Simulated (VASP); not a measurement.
# SrTe (Fm-3m) in VASP: further runs

The runs below take SrTe through single point, relaxation of cell and atoms, with LDA.

Program: VASP 6.6.1. These are calculated values, not measurements. Logs are shortened: lines on timing, memory, paths and dates and some standing lists are left out, and cuts for length are marked.

## Step 1: The cell of the first run

Symmetry: Fm-3m, No. 225, cubic system. The conventional cell has a = 6.620 Å, b = 6.620 Å, c = 6.620 Å, α = 90.00°, β = 90.00°, γ = 90.00°. Within 4.4 Å of Sr (site symmetry m-3m) lie 6 Te at 3.31 Å. Within 4.4 Å of Te (site symmetry m-3m) lie 6 Sr at 3.31 Å.

## Step 2: Single point, LDA

INCAR

```
  ALGO = Normal
  EDIFF = 1E-6
  ENCUT = 500
  GGA_COMPAT = False
  ISIF = 2
  ISMEAR = 0
  LASPH = True
  LCHARG = False
  LREAL = False
  LWAVE = False
  NBANDS = 15
  NELM = 120
  PREC = Accurate
  SIGMA = 0.1
```

KPOINTS

```
k-points
0
Gamma
  6 6 6
```

POSCAR

```
SrTe
1.0
    0.0000000000      3.3100000000      3.3100000000
    3.3100000000      0.0000000000      3.3100000000
    3.3100000000      3.3100000000      0.0000000000
Sr Te
1 1
Direct
    0.0000000000      0.0000000000      0.0000000000
    0.5000000000      0.5000000000      0.5000000000
```

Potentials or basis: VASP PAW LDA potentials, release 64 (Sr_sv, Te).

Launch:

```
$ cat potpaw_LDA.64/Sr_sv/POTCAR potpaw_LDA.64/Te/POTCAR > POTCAR
$ mpirun -np 1 vasp_std > vasp.out
```

OUTCAR:

```text
EDIFF = 1E-6
   ENCUT = 500
   ISIF = 2
   ISMEAR = 0
   LASPH = True
   LREAL = False
   NELM = 120
   PREC = Accurate

 ion  position               nearest neighbor table
   1  0.000  0.000  0.000-   2 3.31   2 3.31   2 3.31   2 3.31   2 3.31   2 3.31
   2  0.500  0.500  0.500-   1 3.31   1 3.31   1 3.31   1 3.31   1 3.31   1 3.31

  LATTYP: Found a face centered cubic cell.
 ALAT       =     6.6200000000

  Lattice vectors:

 A1 = (   0.0000000000,   3.3100000000,   3.3100000000)
 A2 = (   3.3100000000,   0.0000000000,   3.3100000000)
 A3 = (   3.3100000000,   3.3100000000,   0.0000000000)

Analysis of symmetry for initial positions (statically):
=====================================================================
 Subroutine PRICEL returns:
 Original cell was already a primitive cell.

 Routine SETGRP: Setting up the symmetry group for a
 face centered cubic supercell.

 Subroutine GETGRP returns: Found 48 space group operations
 (whereof 48 operations were pure point group operations)
 out of a pool of 48 trial point group operations.

The static configuration has the point symmetry O_h .

Analysis of symmetry for dynamics (positions and initial velocities):
=====================================================================
 Subroutine PRICEL returns:
 Original cell was already a primitive cell.

 Routine SETGRP: Setting up the symmetry group for a
 face centered cubic supercell.

 Subroutine GETGRP returns: Found 48 space group operations
 (whereof 48 operations were pure point group operations)
 out of a pool of 48 trial point group operations.

The dynamic configuration has the point symmetry O_h .

 Subroutine INISYM returns: Found 48 space group operations
 (whereof 48 operations are pure point group operations),
 and found     1 'primitive' translations

----------------------------------------------------------------------------------------

                                     Primitive cell

  volume of cell :      72.5294

  direct lattice vectors                    reciprocal lattice vectors
     0.000000000  3.310000000  3.310000000    -0.151057402  0.151057402  0.151057402
     3.310000000  0.000000000  3.310000000     0.151057402 -0.151057402  0.151057402
     3.310000000  3.310000000  0.000000000     0.151057402  0.151057402 -0.151057402

  length of vectors
     4.681046891  4.681046891  4.681046891     0.261639095  0.261639095  0.261639095

  position of ions in fractional coordinates (direct lattice)
     0.000000000  0.000000000  0.000000000
     0.500000000  0.500000000  0.500000000

  ion indices of the primitive-cell ions
   primitive index   ion index
                 1           1
                 2           2

----------------------------------------------------------------------------------------

 KPOINTS: k-points

Automatic generation of k-mesh.
 Grid dimensions read from file:
 generate k-points for:    6    6    6

 Generating k-lattice:

  Cartesian coordinates                     Fractional coordinates (reciprocal lattice)
    -0.025176234  0.025176234  0.025176234     0.166666667  0.000000000  0.000000000
     0.025176234 -0.025176234  0.025176234     0.000000000  0.166666667  0.000000000
     0.025176234  0.025176234 -0.025176234     0.000000000  0.000000000  0.166666667

  Length of vectors
     0.043606516  0.043606516  0.043606516

  Shift w.r.t. Gamma in fractional coordinates (k-lattice)
     0.000000000  0.000000000  0.000000000

 Subroutine IBZKPT returns following result:
 ===========================================

 Found     16 irreducible k-points:

 Following reciprocal coordinates:
            Coordinates               Weight
  0.000000  0.000000  0.000000      1.000000
  0.166667  0.000000  0.000000      8.000000
  0.333333  0.000000  0.000000      8.000000
  0.500000  0.000000  0.000000      4.000000
  0.166667  0.166667  0.000000      6.000000
  0.333333  0.166667  0.000000     24.000000
[... 8 lines left out ...]
 -0.333333  0.333333  0.166667     24.000000
 -0.333333  0.500000  0.166667     12.000000
   k-points           NKPTS =     16   k-points in BZ     NKDIM =     16   number of bands    NBANDS=     15
   number of dos      NEDOS =    301   number of ions     NIONS =      2
   total plane-waves  NPLWV =  46656
   dimension x,y,z NGX =    36 NGY =   36 NGZ =   36
   dimension x,y,z NGXF=    72 NGYF=   72 NGZF=   72
   ions per type =               1   1
   NGX,Y,Z   is equivalent  to a cutoff of  12.79, 12.79, 12.79 a.u.
   NGXF,Y,Z  is equivalent  to a cutoff of  25.57, 25.57, 25.57 a.u.
 SYSTEM =  unknown system
   PREC   = accura    normal or accurate (medium, high low for compatibility)
   ISTART =      0    job   : 0-new  1-cont  2-samecut
   ICHARG =      2    charge: 1-file 2-atom 10-const
   ISPIN  =      1    spin polarized calculation?
   LNONCOLLINEAR =      F non collinear calculations
   LSORBIT =      F    spin-orbit coupling
   LASPH  =      T    aspherical Exc in radial PAW
   ENCUT  =  500.0 eV  36.75 Ry    6.06 a.u.   8.53  8.53  8.53*2*pi/ulx,y,z
   NELM   =    120;   NELMIN=  2; NELMDL= -5     # of ELM steps
   EDIFF  = 0.1E-05   stopping-criterion for ELM
   LREAL  =      F    real-space projection
   EDIFFG = 0.1E-04   stopping-criterion for IOM
   NSW    =      0    number of steps for IOM
   IBRION =     -1    ionic relax: 0-MD 1-quasi-New 2-CG
   NFREE  =      0    steps in history (QN), initial steepest desc. (CG)
   ISIF   =      2    stress and relaxation
   ISYM   =      2    0-nonsym 1-usesym 2-fastsym
   POTIM  = 0.5000    time-step for ionic-motion
   TEBEG  =    0.0;   TEEND  =   0.0 temperature during run
   PSTRESS=    0.0 pullay stress
   NELECT =      16.0000    total number of electrons
   NUPDOWN=      -1.0000    fix difference up-down
   EMIN   =  10.00;   EMAX   =-10.00  energy-range for DOS
   EFERMI =   0.00;   METHOD = LEGACY
   ISMEAR =     0;   SIGMA  =   0.10  broadening in eV -4-tet -1-fermi 0-gaus
   EFERMI_NEDOS =   21; number of points for ismear=-14 and -15
   IALGO  =     38    algorithm
   IMIX   =      4    mixing-type and parameters
     AMIX     =   0.40;   BMIX     =  1.00
     AMIX_MAG =   1.60;   BMIX_MAG =  1.00
  volume/ion in A,a.u.               =      36.26       244.73
  Fermi-wavevector in a.u.,A,eV,Ry     =   0.989183  1.869286 13.313081  0.978484
  Thomas-Fermi vector in A             =   2.120764
   LORBIT       =      0    0 simple, 1 ext, 2 COOP (PROOUT), +10 PAW based schemes
   GGA     = CA    functional components
   LHFCALC =     F    Hartree Fock is set to
   AEXX    =    0.0000 exact exchange contribution
   IVDW    =     0    specifies the selected vdW correction
   LEPSILON=     F    determine dielectric tensor
   LRPA    =     F    only Hartree local field effects (RPA)
 non-spin polarized calculation
 Gauss-broadening in eV      SIGMA  =   0.10
  energy-cutoff  :      500.00
  volume of cell :       72.53
 maximum number of plane-waves:      1868
 NGX is ok and might be reduce to    36
   NGX = 17   NGY = 17   NGZ = 17

 number of electron      16.0000000 magnetization

 Free energy of the ion-electron system (eV)
  ---------------------------------------------------
  ext. energy  EPLUGINS =         0.00000000
  ---------------------------------------------------
  free energy    TOTEN  =        -9.24630251 eV

  energy without entropy =       -9.24630251  energy(sigma->0) =       -9.24630251

 E-fermi :   3.3266     XC(G=0):  -8.8832

 val. band max:        2.8292744721   @ k =   0.0000   0.0000   0.0000
 cond. band min:       4.3516213089   @ k =   0.5000   0.5000   0.0000
 fundamental gap:      1.5223468367
 Fermi energy:         3.3265994182

 k-point     1 :       0.0000    0.0000    0.0000
  band No.  band energies     occupation
      1     -31.6270      2.00000
      2     -13.7248      2.00000
      3     -13.7248      2.00000
      4     -13.7248      2.00000
      5      -7.2712      2.00000
      6       2.8293      2.00000
      7       2.8293      2.00000
      8       2.8293      2.00000
      9       5.5452      0.00000
     10       5.9518      0.00000
     11       5.9518      0.00000
     12       5.9518      0.00000
     13       6.6580      0.00000
     14       6.6580      0.00000
     15      10.2177      0.00000

 k-point     2 :       0.1667    0.0000    0.0000
  band No.  band energies     occupation
      1     -31.6258      2.00000
      2     -13.7627      2.00000
      3     -13.7264      2.00000
      4     -13.7264      2.00000
      5      -7.1137      2.00000
      6       1.7360      2.00000
      7       2.4382      2.00000
      8       2.4382      2.00000
      9       5.8379      0.00000
     10       6.3147      0.00000
     11       6.3147      0.00000
     12       6.9775      0.00000
     13       7.3994      0.00000
     14       7.3994      0.00000
     15      11.0798      0.00000

 k-point     3 :       0.3333    0.0000    0.0000
  band No.  band energies     occupation
      1     -31.6232      2.00000
      2     -13.8359      2.00000
      3     -13.7295      2.00000
      4     -13.7295      2.00000
      5      -6.7740      2.00000
      6       0.4025      2.00000
      7       1.8779      2.00000
      8       1.8779      2.00000
      9       6.1199      0.00000
     10       7.2048      0.00000
     11       7.2048      0.00000
     12       8.4273      0.00000
     13       8.9737      0.00000
     14       8.9737      0.00000
     15      10.8462      0.00000

 k-point     4 :       0.5000    0.0000    0.0000
  band No.  band energies     occupation
      1     -31.6220      2.00000
      2     -13.8712      2.00000
      3     -13.7311      2.00000
      4     -13.7311      2.00000
      5      -6.5876      2.00000
      6      -0.1308      2.00000
      7       1.6560      2.00000
      8       1.6560      2.00000
      9       6.6169      0.00000
     10       7.8706      0.00000
     11       8.0498      0.00000
     12       8.0498      0.00000
     13       9.4848      0.00000
     14       9.4848      0.00000
     15      10.7285      0.00000
[... 163 lines left out ...]
 k-point    14 :       0.5000    0.3333    0.1667
  band No.  band energies     occupation
      1     -31.6215      2.00000
      2     -13.8208      2.00000
      3     -13.7675      2.00000
      4     -13.7440      2.00000
      5      -6.7293      2.00000
      6       0.5524      2.00000
      7       1.6626      2.00000
      8       1.7198      2.00000
      9       5.7963      0.00000
     10       7.3053      0.00000
     11       7.9260      0.00000
     12       8.2826      0.00000
     13       8.4511      0.00000
     14       9.3670      0.00000
     15      10.7955      0.00000

 k-point    15 :      -0.3333    0.3333    0.1667
  band No.  band energies     occupation
      1     -31.6207      2.00000
      2     -13.8237      2.00000
      3     -13.7778      2.00000
      4     -13.7524      2.00000
      5      -6.6661      2.00000
      6       0.6010      2.00000
      7       1.2993      2.00000
      8       1.6040      2.00000
      9       6.6683      0.00000
     10       6.6739      0.00000
     11       7.9101      0.00000
     12       8.5585      0.00000
     13       8.6689      0.00000
     14       9.8137      0.00000
     15      11.0918      0.00000

 k-point    16 :      -0.3333    0.5000    0.1667
  band No.  band energies     occupation
      1     -31.6202      2.00000
      2     -13.8078      2.00000
      3     -13.7786      2.00000
      4     -13.7716      2.00000
      5      -6.7211      2.00000
      6       0.9714      2.00000
      7       1.4151      2.00000
      8       1.5218      2.00000
      9       5.5595      0.00000
     10       7.1240      0.00000
     11       7.7432      0.00000
     12       8.4837      0.00000
     13       8.8937      0.00000
     14       9.2339      0.00000
     15      11.3192      0.00000

------------------------ aborting loop because EDIFF is reached ----------------------------------------

  FORCE on cell =-STRESS in cart. coord.  units (eV):
  Direction    XX          YY          ZZ          XY          YZ          ZX
  --------------------------------------------------------------------------------------
  -------------------------------------------------------------------------------------
  Total       -0.6271647     -0.6271647     -0.6271647      0.0000000      0.0000000      0.0000000
  in kB      -13.8540966    -13.8540966    -13.8540966      0.0000000      0.0000000      0.0000000
  external PRESSURE =     -13.8540966 kB  Pullay stress =       0.0000000 kB

 VOLUME and BASIS-vectors are now :
 -----------------------------------------------------------------------------
  energy-cutoff  :      500.00
  volume of cell :       72.53
      direct lattice vectors                 reciprocal lattice vectors
     0.000000000  3.310000000  3.310000000    -0.151057402  0.151057402  0.151057402
     3.310000000  0.000000000  3.310000000     0.151057402 -0.151057402  0.151057402
     3.310000000  3.310000000  0.000000000     0.151057402  0.151057402 -0.151057402

 POSITION                                       TOTAL-FORCE (eV/Angst)
 -----------------------------------------------------------------------------------
      0.00000      0.00000      0.00000         0.000000      0.000000      0.000000
      3.31000      3.31000      3.31000         0.000000      0.000000     -0.000000
 -----------------------------------------------------------------------------------
    total drift:                                0.000000      0.000000      0.000000

  FREE ENERGIE OF THE ION-ELECTRON SYSTEM (eV)
  ---------------------------------------------------
  free  energy   TOTEN  =        -9.2463025100 eV

  energy  without entropy=       -9.2463025100  energy(sigma->0) =       -9.24630251
```

Wall time 19 s (1 thread of Intel Xeon Platinum 8259CL at 2.50GHz (Skylake/Cascade Lake), shared host); peak memory 0.18 GiB.

Results:

| Quantity | Value |
| --- | --- |
| Free energy | -9.2463 eV |
| Pressure | -1.4 GPa |
| Band gap on the k mesh | 1.52 eV (least direct gap 2.28 eV) |

Caveat: spin-orbit coupling is left out, which moves the levels of the heavy elements. A k mesh can miss the band edges.

(Part 1 of 2 ends here.)
